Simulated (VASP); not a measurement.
# Ge in VASP: a series of runs, part 2 of 2

VASP 6.6.1.

## 3. Single point, PBE

Contents of INCAR:

```
  PREC = Accurate
  ENCUT = 520
  EDIFF = 1E-7
  ISMEAR = -1
  SIGMA = 0.2585
  LREAL = F
  LASPH = T
  NELM = 80
  ALGO = Normal
  ISIF = 2
  LWAVE = F
  LCHARG = F
  GGA = PE
  NBANDS = 111
  ISYM = 0
```

Contents of KPOINTS:

```
Automatic mesh
0
Gamma
  1 1 1
  0.25 0.25 0.25
```

Contents of POSCAR:

```
Ge
1.0
    6.6784480000      0.0216250000     -0.1503050000
    0.0216250000      7.0326220000     -0.1691540000
   -0.1503050000     -0.1691540000      6.8752970000
Ge
14
Direct
    0.1072493513      0.7683808147      0.9726053728
    0.5653234659      0.0700390474      0.8612818222
    0.7465546174      0.8076120870      0.9075267158
    0.9865684257      0.3089749744      0.4914441543
    0.3584600492      0.0776038130      0.1437742010
   -0.0892643730      1.2178442956      0.0867862657
    0.2193404884      0.7358306394      0.4915696977
    0.9170202206      0.6021376664      1.2618747552
    0.4730251801      0.5495765679      0.6847986530
    0.3470524736      0.4440684142      0.9785893861
    0.3593450645      0.0384238631      0.5083080644
    0.5918902213      0.7799420948      0.3135046217
    0.5111763364      0.4100593572      0.3842394794
    0.8842219013      0.9958418536      0.5346998982
```

Potentials or basis: VASP PAW PBE potentials, release 64 (Ge_d).

Run with:

```
cat potpaw_PBE.64/Ge_d/POTCAR > POTCAR
mpirun -np 1 vasp_std > vasp.out
```

OUTCAR:

```text
PREC = Accurate
   ENCUT = 520
   EDIFF = 1E-7
   ISMEAR = -1
   LREAL = F
   LASPH = T
   NELM = 80
   ISIF = 2
   GGA = PE
   ISYM = 0

 ion  position               nearest neighbor table
   1  0.107  0.768  0.973-   3 2.45   8 2.72  10 2.78
   2  0.565  0.070  0.861-   3 2.23   5 2.43  11 2.74   6 2.89
   3  0.747  0.808  0.908-   2 2.23   1 2.45   9 2.92
   4  0.987  0.309  0.491-  14 2.35   8 2.68   6 2.85
   5  0.358  0.078  0.144-   2 2.43  11 2.54  12 2.87  10 2.87
   6  0.911  0.218  0.087-   4 2.85   2 2.89   8 2.91
   7  0.219  0.736  0.492-  11 2.33   9 2.51   8 2.66  12 2.85  14 2.90
   8  0.917  0.602  0.262-  12 2.53   7 2.66   4 2.68   1 2.72   6 2.91
   9  0.473  0.550  0.685-  13 2.27  10 2.38   7 2.51   3 2.92
  10  0.347  0.444  0.979-   9 2.38   1 2.78   5 2.87
  11  0.359  0.038  0.508-   7 2.33   5 2.54  12 2.72   2 2.74
  12  0.592  0.780  0.314-   8 2.53  11 2.72  13 2.73  14 2.83   7 2.85   5 2.87
[... 266 lines left out ...]
    110       7.6766      0.00004
 [bands above 110 left out]

------------------------ aborting loop because EDIFF is reached ----------------------------------------

  FORCE on cell =-STRESS in cart. coord.  units (eV):
  Direction    XX          YY          ZZ          XY          YZ          ZX
  --------------------------------------------------------------------------------------
  -------------------------------------------------------------------------------------
  Total        2.0769670     12.4455567      2.4841331      2.2370382      4.9771434     -5.3142872
  in kB       10.3164356     61.8179233     12.3388574     11.1115200     24.7218086    -26.3964247
  external PRESSURE =      28.1577388 kB  Pullay stress =       0.0000000 kB

 VOLUME and BASIS-vectors are now :
 -----------------------------------------------------------------------------
  energy-cutoff  :      520.00
  volume of cell :      322.56
      direct lattice vectors                 reciprocal lattice vectors
     6.678448000  0.021625000 -0.150305000     0.149810122 -0.000382111  0.003265688
     0.021625000  7.032622000 -0.169154000    -0.000382111  0.142279647  0.003492175
    -0.150305000 -0.169154000  6.875297000     0.003265688  0.003492175  0.145605574

 POSITION                                       TOTAL-FORCE (eV/Angst)
 -----------------------------------------------------------------------------------
      0.58669      5.24153      6.54086         0.919296      0.475178     -0.197072
      3.64754      0.35909      5.82475        -0.357005      2.853600     -0.948728
      4.86688      5.54226      5.99069         0.568844     -2.419527     -0.061443
      6.52156      2.11111      3.17827         0.113325      0.943418     -0.043081
      2.37402      0.52919      0.92148        -1.807493     -0.244429     -0.162608
      6.07397      1.53703      0.42294         0.251324      0.127051      0.249199
      1.40688      5.09641      3.22225        -1.497052     -0.890155      0.258993
      6.09793      4.21014      1.56078         0.601860     -1.168634      0.144763
      3.06803      3.75936      4.54413         1.359414      0.886186      1.305242
      2.18029      2.96494      6.60081        -1.168465     -0.741150      1.494742
      2.32430      0.19201      3.43426         0.267220      2.013714      0.628429
      3.92265      5.44481      1.93454         0.478517      0.326592     -0.384454
      3.36498      2.82985      2.49557         0.806707     -0.956805     -1.927977
      5.84640      6.93205      3.37487        -0.536493     -1.205040     -0.356005
 -----------------------------------------------------------------------------------
    total drift:                               -0.001933     -0.007617     -0.000107

  FREE ENERGIE OF THE ION-ELECTRON SYSTEM (eV)
  ---------------------------------------------------
  free  energy   TOTEN  =       -56.5881024180 eV

  energy  without entropy=      -55.1142004640  energy(sigma->0) =      -55.85115144
```

OSZICAR:

```text
N       E                     dE             d eps       ncg     rms          rms(c)
DAV:   1     0.305684550637E+04    0.30568E+04   -0.82476E+04   244   0.489E+03
DAV:   2     0.610474083577E+03   -0.24464E+04   -0.23823E+04   222   0.126E+03
DAV:   3     0.333230866684E+02   -0.57715E+03   -0.56054E+03   222   0.305E+02
DAV:   4    -0.518286020811E+02   -0.85152E+02   -0.82203E+02   260   0.116E+02
DAV:   5    -0.569812323936E+02   -0.51526E+01   -0.50685E+01   252   0.292E+01    0.656E+00
DAV:   6    -0.566500673502E+02    0.33117E+00   -0.19232E+00   340   0.194E+01    0.346E+00
DAV:   7    -0.565817651929E+02    0.68302E-01   -0.76154E-01   308   0.634E+00    0.108E+00
DAV:   8    -0.565837339019E+02   -0.19687E-02   -0.13903E-01   268   0.597E+00    0.428E-01
DAV:   9    -0.565867799479E+02   -0.30460E-02   -0.40912E-02   252   0.293E+00    0.205E-01
DAV:  10    -0.565875721539E+02   -0.79221E-03   -0.11437E-02   260   0.234E+00    0.695E-02
DAV:  11    -0.565879524853E+02   -0.38033E-03   -0.39758E-03   244   0.974E-01    0.348E-02
DAV:  12    -0.565880608682E+02   -0.10838E-03   -0.14273E-03   268   0.425E-01    0.234E-02
DAV:  13    -0.565880859023E+02   -0.25034E-04   -0.32986E-04   252   0.333E-01    0.104E-02
DAV:  14    -0.565880983352E+02   -0.12433E-04   -0.11873E-04   268   0.125E-01    0.651E-03
DAV:  15    -0.565881014900E+02   -0.31549E-05   -0.30513E-05   260   0.747E-02    0.345E-03
DAV:  16    -0.565881020740E+02   -0.58398E-06   -0.76184E-06   260   0.432E-02    0.128E-03
DAV:  17    -0.565881024536E+02   -0.37959E-06   -0.57627E-06   212   0.209E-02    0.992E-04
DAV:  18    -0.565881024180E+02    0.35594E-07   -0.62886E-07   188   0.157E-02
   1 F= -.56588102E+02 E0= -.55851151E+02  d E =-.147390E+01
```

stdout:

```text
POSCAR found type information on POSCAR Ge
 POSCAR found :  1 types and      14 ions
 scaLAPACK will be used
 LDA part: xc-table for (Slater+PW92), standard interpolation
 POSCAR, INCAR and KPOINTS ok, starting setup
 FFT: planning ... GRIDC
 FFT: planning ... GRID_SOFT
 FFT: planning ... GRID
 WAVECAR not read
 entering main loop
```

Run time: 95 s. Hardware: 1 thread of Intel Xeon Platinum 8259CL at 2.50GHz (Skylake/Cascade Lake), shared host; peak memory 0.35 GiB.

Results:

```yaml
Free_energy: -56.5881 eV
Pressure: 2.8 GPa
Largest_force: 3.028 eV/Å
Band_gap_on_the_k_mesh: 0.14 eV
```

Forces in eV/Å, atoms in the order of the input:
```
Ge   0.919  0.475 -0.197
Ge  -0.357  2.854 -0.949
Ge   0.569 -2.420 -0.061
Ge   0.113  0.943 -0.043
Ge  -1.807 -0.244 -0.163
Ge   0.251  0.127  0.249
Ge  -1.497 -0.890  0.259
Ge   0.602 -1.169  0.145
Ge   1.359  0.886  1.305
Ge  -1.168 -0.741  1.495
Ge   0.267  2.014  0.628
Ge   0.479  0.327 -0.384
Ge   0.807 -0.957 -1.928
Ge  -0.536 -1.205 -0.356
```

Caveat: the k points lie up to 0.94 Å⁻¹ apart.

## 4. Single point, PBE

Contents of INCAR:

```
SYSTEM = Ge
PREC     = Accurate       ! precision mode
ENCUT    = 520            ! plane-wave cutoff, eV
EDIFF    = 1E-6           ! SCF threshold, eV
ISMEAR   = -1             ! smearing method
SIGMA    = 0.1861         ! smearing width, eV
LREAL    = .False.        ! projectors in reciprocal space
LASPH    = .True.         ! aspherical terms in the spheres
NELM     = 60             ! most SCF steps
ALGO     = Normal         ! electronic algorithm
ISIF     = 2              ! what is computed and relaxed
LWAVE    = .False.        ! write WAVECAR
LCHARG   = .True.         ! write CHGCAR
GGA      = PE             ! functional
LELF     = .True.         ! ELF
LVHAR    = .True.       
NBANDS   = 111            ! bands
ISYM     = 0
```

KPOINTS is that of step 3.

Contents of POSCAR:

```
Ge
1.0
    6.6784480000      0.0216250000     -0.1503050000
    0.0216250000      7.0326220000     -0.1691540000
   -0.1503050000     -0.1691540000      6.8752970000
Ge
14
Direct
    0.0819879876      0.8317084752      0.9519923314
    0.6145345877      0.2022284891      0.8405407620
    0.7116668188      0.7965897141      0.9882778035
    1.0390715463      0.2723019904      0.4840612151
    0.3302259519      0.0768470001      0.0746127170
    0.9452224350      0.2650889161     -0.0271552620
    0.2424572460      0.7035876890      0.4814157422
    0.9589627949      0.5229089339      0.2504312237
    0.5314428482      0.5590706170      0.7581539457
    0.2493421553      0.4609941501      1.0337953949
    0.3201153383      0.0138060892      0.4707042170
    0.5776936820      0.7343398881      0.3018283833
    0.6161427511      0.3579901234      0.3854020848
    0.8772193444      0.9402429839      0.4294037502
```

Run with:

```
cat potpaw_PBE.64/Ge_d/POTCAR > POTCAR
mpirun -np 1 vasp_std > vasp.out
```

Wall time 85 s (1 thread of Intel Xeon Platinum 8259CL at 2.50GHz (Skylake/Cascade Lake), shared host); peak memory 0.35 GiB.

The run converged. Its results:

```
Free energy            : -57.5432 eV
Pressure               : 1.5 GPa
Largest force          : 3.132 eV/Å
Band gap on the k mesh : 0.33 eV
```

Forces on the atoms (eV/Å):
```
Ge  -0.099 -0.592 -1.001
Ge  -0.904 -1.530 -0.698
Ge   0.163  0.801 -1.378
Ge  -0.534 -0.341  0.790
Ge   0.488  0.408  0.756
Ge   0.097 -0.131  0.011
Ge  -1.224 -2.534  1.377
Ge  -0.153  0.695  0.243
Ge  -0.517 -0.364 -0.368
Ge   1.223  0.489 -0.651
Ge   1.102  2.696 -0.038
Ge   0.385 -0.063  0.566
Ge  -0.032  0.107  0.371
Ge   0.005  0.357  0.018
```

Stress tensor (GPa, compression positive):
```
 1.80  4.10 -0.74
 4.10  5.46  1.28
-0.74  1.28 -2.73
```

Levels at points of the mesh, in eV from the valence-band top:
```csv
k point,band 95,band 96,band 97,band 98,band 99,band 100,band 101,band 102
"(0.25, 0.25, 0.25)",-0.81,-0.56,-0.43,0.00,0.33,0.84,1.00,1.45
```

Caveat: the k points lie up to 0.94 Å⁻¹ apart.
